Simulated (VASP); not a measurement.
# Si2W: single point with PBE

Si2W:

```
CELL_PARAMETERS angstrom
4.59006 0.00000 0.00000
-2.29503 3.97511 0.00000
0.00000 0.00000 6.71756
ATOMIC_POSITIONS crystal
Si 0.86762 0.73525 0.50000
Si 0.13238 0.86762 0.83333
Si 0.73525 0.86762 0.16667
Si 0.13238 0.26475 0.50000
Si 0.86762 0.13238 0.83333
Si 0.26475 0.13238 0.16667
W 0.00000 0.50000 0.16667
W 0.50000 0.50000 0.83333
W 0.50000 0.00000 0.50000
```

This cell differs from its parent crystal: atoms shifted along a free coordinate, c/a of the conventional cell at fixed volume 1.4635.

- Program: VASP 6.6.1
- Task: single point
- Functional: PBE
- Potentials or basis: VASP PAW PBE potentials, release 64 (Si, W_sv)
- Cutoff: 520 eV
- k mesh: 9 × 9 × 6
- Occupations: gaussian, width 0.03 eV
- Spin: no spin polarisation
- Dipole correction: no
- Further INCAR settings: ALGO = Normal; EDIFF = 1e-06; NBANDS = 43

```
Pressure               : 11.7 GPa
Largest force          : 6.600 eV/Å
Band gap on the k mesh : zero (bands 33 and 34 overlap by 0.63 eV)
```

Forces in eV/Å, atoms in the order of the input:
```
Si   0.000 -6.600  0.000
Si   5.716 -3.300  0.000
Si  -5.716 -3.300  0.000
Si   0.000  6.600  0.000
Si  -5.716  3.300  0.000
Si   5.716  3.300  0.000
W    0.000  0.000  0.000
W    0.000  0.000  0.000
W    0.000  0.000  0.000
```

Stress tensor (GPa, compression positive):
```
18.58  0.00  0.00
 0.00 18.58  0.00
 0.00  0.00 -2.11
```

Levels at points of the mesh, in eV from the Fermi level:
| k point | band 30 | band 31 | band 32 | band 33 | band 34 | band 35 | band 36 | band 37 |
| --- | --- | --- | --- | --- | --- | --- | --- | --- |
| (0.00, 0.00, 0.00) | -2.23 | -2.23 | -0.79 | -0.09 | 0.98 | 0.98 | 2.15 | 2.15 |
| (0.00, 0.00, 0.50) | -1.38 | -1.38 | -0.33 | -0.33 | 1.39 | 1.39 | 2.28 | 2.28 |

It took 110 s on 1 thread of Intel(R) Xeon(R) 6975P-C (Granite Rapids) (shared host), peak memory 0.36 GiB.

Caveat: the cell stands under pressure; spin-orbit coupling is left out, which moves the levels of the heavy elements; forces of over 1 eV/Å act on the atoms, so gaps and moduli don't describe the material at rest.
